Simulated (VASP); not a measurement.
# SnSe (P4/nmm) in VASP: a series of runs, part 2 of 2

VASP 6.6.1.

## 3. Single point, PBE+D3(BJ)

INCAR

```
SYSTEM = SnSe
PREC = Accurate
ENCUT = 520
EDIFF = 1E-7
ISMEAR = 1
SIGMA = 0.02
LREAL = .FALSE.
LASPH = .TRUE.
NELM = 100
ALGO = Normal
ISIF = 2
LWAVE = .FALSE.
LCHARG = .TRUE.
GGA = PE
IVDW = 12
LELF = .TRUE.
LVHAR = .TRUE.
NBANDS = 28
```

KPOINTS

```
Automatic mesh
0
Gamma
  6 6 6
  0.5 0.5 0.5
```

POSCAR

```
SnSe
1.0
    4.3030346707      0.0000000000      0.0000000000
    0.0000000000      4.3030346707      0.0000000000
    0.0000000000      0.0000000000      6.0932499494
Sn Se
2 2
Direct
    0.5000000000      0.0000000000      0.2579431471
    0.0000000000      0.5000000000      0.7420568529
    0.5000000000      0.0000000000      0.7430154668
    0.0000000000      0.5000000000      0.2569845332
```

Potentials or basis: VASP PAW PBE potentials, release 64 (Sn_d, Se).

On the command line:

```console
cat potpaw_PBE.64/Sn_d/POTCAR potpaw_PBE.64/Se/POTCAR > POTCAR
mpirun -np 1 vasp_std > vasp.out
```

OUTCAR:

```text
SYSTEM = SnSe
   PREC = Accurate
   ENCUT = 520
   EDIFF = 1E-7
   ISMEAR = 1
   LREAL = .FALSE.
   LASPH = .TRUE.
   NELM = 100
   ISIF = 2
   GGA = PE
   IVDW = 12
 IVDW          = 12

 ion  position               nearest neighbor table
   1  0.500  0.000  0.258-   3 2.96   4 3.04   4 3.04   4 3.04   4 3.04   3 3.14
   2  0.000  0.500  0.742-   4 2.96   3 3.04   3 3.04   3 3.04   3 3.04   4 3.14
   3  0.500  0.000  0.743-   1 2.96   2 3.04   2 3.04   2 3.04   2 3.04   1 3.14
   4  0.000  0.500  0.257-   2 2.96   1 3.04   1 3.04   1 3.04   1 3.04   2 3.14

  LATTYP: Found a simple tetragonal cell.
 ALAT       =     4.3030346707
 C/A-ratio  =     1.4160355228

  Lattice vectors:

 A1 = (   4.3030346707,   0.0000000000,   0.0000000000)
 A2 = (   0.0000000000,   4.3030346707,   0.0000000000)
 A3 = (   0.0000000000,   0.0000000000,   6.0932499494)

Analysis of symmetry for initial positions (statically):
=====================================================================
 Subroutine PRICEL returns:
 Original cell was already a primitive cell.

 Routine SETGRP: Setting up the symmetry group for a
 simple tetragonal supercell.

 Subroutine GETGRP returns: Found 16 space group operations
 (whereof  8 operations were pure point group operations)
 out of a pool of 16 trial point group operations.

The static configuration has the point symmetry D_2d.
 The point group associated with its full space group is D_4h.

Analysis of symmetry for dynamics (positions and initial velocities):
=====================================================================
 Subroutine PRICEL returns:
 Original cell was already a primitive cell.

 Routine SETGRP: Setting up the symmetry group for a
 simple tetragonal supercell.

 Subroutine GETGRP returns: Found 16 space group operations
 (whereof  8 operations were pure point group operations)
 out of a pool of 16 trial point group operations.

The dynamic configuration has the point symmetry D_2d.
 The point group associated with its full space group is D_4h.

 Subroutine INISYM returns: Found 16 space group operations
 (whereof  8 operations are pure point group operations),
 and found     1 'primitive' translations

----------------------------------------------------------------------------------------

                                     Primitive cell

  volume of cell :     112.8233

  direct lattice vectors                    reciprocal lattice vectors
     4.303034671  0.000000000  0.000000000     0.232394130  0.000000000  0.000000000
     0.000000000  4.303034671  0.000000000     0.000000000  0.232394130  0.000000000
     0.000000000  0.000000000  6.093249949     0.000000000  0.000000000  0.164116031

  length of vectors
     4.303034671  4.303034671  6.093249949     0.232394130  0.232394130  0.164116031

  position of ions in fractional coordinates (direct lattice)
     0.500000000  0.000000000  0.257943147
     0.000000000  0.500000000  0.742056853
     0.500000000  0.000000000  0.743015467
     0.000000000  0.500000000  0.256984533

  ion indices of the primitive-cell ions
   primitive index   ion index
                 1           1
                 2           2
                 3           3
                 4           4

[... 23 lines left out ...]

 Found     18 irreducible k-points:

 Following reciprocal coordinates:
            Coordinates               Weight
  0.083333  0.083333  0.083333      8.000000
  0.250000  0.083333  0.083333     16.000000
  0.416667  0.083333  0.083333     16.000000
  0.250000  0.250000  0.083333      8.000000
  0.416667  0.250000  0.083333     16.000000
  0.416667  0.416667  0.083333      8.000000
[... 10 lines left out ...]
  0.416667  0.250000  0.416667     16.000000
  0.416667  0.416667  0.416667      8.000000
   k-points           NKPTS =     18   k-points in BZ     NKDIM =     18   number of bands    NBANDS=     28
   number of dos      NEDOS =    301   number of ions     NIONS =      4
   total plane-waves  NPLWV =  49152
   dimension x,y,z NGX =    32 NGY =   32 NGZ =   48
   dimension x,y,z NGXF=    64 NGYF=   64 NGZF=   96
   ions per type =               2   2
   NGX,Y,Z   is equivalent  to a cutoff of  12.36, 12.36, 13.10 a.u.
   NGXF,Y,Z  is equivalent  to a cutoff of  24.73, 24.73, 26.19 a.u.
 SYSTEM =  SnSe
   PREC   = accura    normal or accurate (medium, high low for compatibility)
   ISTART =      0    job   : 0-new  1-cont  2-samecut
   ICHARG =      2    charge: 1-file 2-atom 10-const
   ISPIN  =      1    spin polarized calculation?
   LNONCOLLINEAR =      F non collinear calculations
   LSORBIT =      F    spin-orbit coupling
   LASPH  =      T    aspherical Exc in radial PAW
   ENCUT  =  520.0 eV  38.22 Ry    6.18 a.u.   8.00  8.00 11.33*2*pi/ulx,y,z
   NELM   =    100;   NELMIN=  2; NELMDL= -5     # of ELM steps
   EDIFF  = 0.1E-06   stopping-criterion for ELM
   LREAL  =      F    real-space projection
   EDIFFG = 0.1E-05   stopping-criterion for IOM
   NSW    =      0    number of steps for IOM
   IBRION =     -1    ionic relax: 0-MD 1-quasi-New 2-CG
   NFREE  =      0    steps in history (QN), initial steepest desc. (CG)
   ISIF   =      2    stress and relaxation
   ISYM   =      2    0-nonsym 1-usesym 2-fastsym
   POTIM  = 0.5000    time-step for ionic-motion
   TEBEG  =    0.0;   TEEND  =   0.0 temperature during run
   PSTRESS=    0.0 pullay stress
   NELECT =      40.0000    total number of electrons
   NUPDOWN=      -1.0000    fix difference up-down
   EMIN   =  10.00;   EMAX   =-10.00  energy-range for DOS
   EFERMI =   0.00;   METHOD = LEGACY
   ISMEAR =     1;   SIGMA  =   0.02  broadening in eV -4-tet -1-fermi 0-gaus
   EFERMI_NEDOS =   21; number of points for ismear=-14 and -15
   IALGO  =     38    algorithm
   IMIX   =      4    mixing-type and parameters
     AMIX     =   0.40;   BMIX     =  1.00
     AMIX_MAG =   1.60;   BMIX_MAG =  1.00
  volume/ion in A,a.u.               =      28.21       190.34
  Fermi-wavevector in a.u.,A,eV,Ry     =   1.158676  2.189580 18.266224  1.342530
  Thomas-Fermi vector in A             =   2.295276
   LORBIT       =      0    0 simple, 1 ext, 2 COOP (PROOUT), +10 PAW based schemes
   GGA     = PE    functional components
   LHFCALC =     F    Hartree Fock is set to
   AEXX    =    0.0000 exact exchange contribution
   IVDW    =    12    specifies the selected vdW correction
   LEPSILON=     F    determine dielectric tensor
   LRPA    =     F    only Hartree local field effects (RPA)
 non-spin polarized calculation
 Methfessel and Paxton  Order N= 1 SIGMA  =   0.02
  energy-cutoff  :      520.00
  volume of cell :      112.82
 maximum number of plane-waves:      3060
 NGX is ok and might be reduce to    32
   NGX = 17   NGY = 17   NGZ = 23

 number of electron      40.0000019 magnetization

 Free energy of the ion-electron system (eV)
  ---------------------------------------------------
  ext. energy  EPLUGINS =         0.00000000
  ---------------------------------------------------
  free energy    TOTEN  =       -16.41841990 eV

  energy without entropy =      -16.41850579  energy(sigma->0) =      -16.41844853

 E-fermi :   5.0196     XC(G=0):  -9.4375

 val. band max:        5.0027606497   @ k =   0.4167   0.0833   0.4167
 cond. band min:       5.7612001695   @ k =   0.4167   0.0833   0.4167
 fundamental gap:      0.7584395198
 Fermi energy:         5.0195982941

 k-point     1 :       0.0833    0.0833    0.0833
  band No.  band energies     occupation
      1     -16.4047      2.00000
      2     -16.3940      2.00000
      3     -16.3889      2.00000
      4     -16.3871      2.00000
      5     -16.3869      2.00000
      6     -16.3856      2.00000
[... 547 lines left out ...]
     27      11.5132      0.00000
     28      11.6665      0.00000

------------------------ aborting loop because EDIFF is reached ----------------------------------------

 Edisp (eV)   -1.36509

 E8    (eV) :    -0.6155

  FORCE on cell =-STRESS in cart. coord.  units (eV):
  Direction    XX          YY          ZZ          XY          YZ          ZX
  --------------------------------------------------------------------------------------
  -------------------------------------------------------------------------------------
  Total      -1.65112    -1.65112    -1.65684     0.00000     0.00000     0.00000
  in kB     -23.44719   -23.44719   -23.52837     0.00000     0.00000     0.00000
  external pressure =      -23.47 kB  Pullay stress =        0.00 kB

 VOLUME and BASIS-vectors are now :
 -----------------------------------------------------------------------------
  energy-cutoff  :      520.00
  volume of cell :      112.82
      direct lattice vectors                 reciprocal lattice vectors
     4.303034671  0.000000000  0.000000000     0.232394130  0.000000000  0.000000000
     0.000000000  4.303034671  0.000000000     0.000000000  0.232394130  0.000000000
     0.000000000  0.000000000  6.093249949     0.000000000  0.000000000  0.164116031

 POSITION                                       TOTAL-FORCE (eV/Angst)
 -----------------------------------------------------------------------------------
      2.15152      0.00000      1.57171         0.000000      0.000000     -0.002227
      0.00000      2.15152      4.52154         0.000000      0.000000      0.002227
      2.15152      0.00000      4.52738         0.000000      0.000000      0.002812
      0.00000      2.15152      1.56587         0.000000     -0.000000     -0.002812
 -----------------------------------------------------------------------------------
    total drift:                                0.000000      0.000000      0.000000

  FREE ENERGIE OF THE ION-ELECTRON SYSTEM (eV)
  ---------------------------------------------------
  free  energy   TOTEN  =       -17.7835081071 eV

  energy  without entropy=      -17.7835940020  energy(sigma->0) =      -17.78353674
```

stdout:

```text
POSCAR found type information on POSCAR SnSe
 POSCAR found :  2 types and       4 ions
 scaLAPACK will be used
 LDA part: xc-table for (Slater+PW92), standard interpolation
 POSCAR, INCAR and KPOINTS ok, starting setup
 FFT: planning ... GRIDC
 FFT: planning ... GRID_SOFT
 FFT: planning ... GRID
 WAVECAR not read
 entering main loop
```

It took 25 s on 1 thread of AMD EPYC 9R45 (Zen 5), shared host; peak memory 0.2 GiB.

Results:

```
Free energy                : -17.7835 eV
Pressure                   : -2.3 GPa
Band gap on the k mesh     : 0.76 eV
Dispersion energy per atom : -0.341 eV
```

Forces on the atoms (eV/Å):
```
Sn   0.000  0.000 -0.002
Sn   0.000  0.000  0.002
Se   0.000  0.000  0.003
Se   0.000  0.000 -0.003
```

Caveat: semilocal functionals underestimate gaps, and a narrow one can read as zero; spin-orbit coupling is left out, which moves the levels of the heavy elements; a shifted mesh leaves out Γ, where band edges can lie. A k mesh can miss the band edges.
